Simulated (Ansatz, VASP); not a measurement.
**CoSi2: VASP beside Ansatz**

```
Co Si
1.0
     0.00000    2.69133    2.69133
     2.69133    0.00000    2.69133
     2.69133    2.69133    0.00000
Co Si
1 2
Direct
  0.00000 0.00000 0.00000
  0.25000 0.25000 0.25000
  0.75000 0.75000 0.75000
```

Alike in both runs: task single point; functional PBEsol; k mesh 14 × 14 × 14; occupations gaussian, width 0.15 eV; no spin polarisation.

|  | VASP | Ansatz |
| --- | --- | --- |
| version | VASP 6.6.1 | Ansatz 0.2.0 |
| potentials or method | VASP PAW PBE potentials, release 64 (Co, Si), cutoff 520 eV | scalar-relativistic, plane waves, PAW |
| valence electrons in the cell | 17 | 25 |

```csv
,VASP,Ansatz,Ansatz less VASP
gap on the k mesh at the Fermi level (eV),none,none,-
pressure (GPa),-7.0,-7.0,+0.01
```

VASP's potentials were made for PBE, not for PBEsol, and Ansatz warns of the same on its side. A gap of «none» marks a metal or a gap that the smearing closes. The functional is the same, so the differences come from potentials, cutoffs and numerics. VASP's potentials hold 17 valence electrons a cell and Ansatz's 25, so a difference there can come from the potentials and not from the codes.
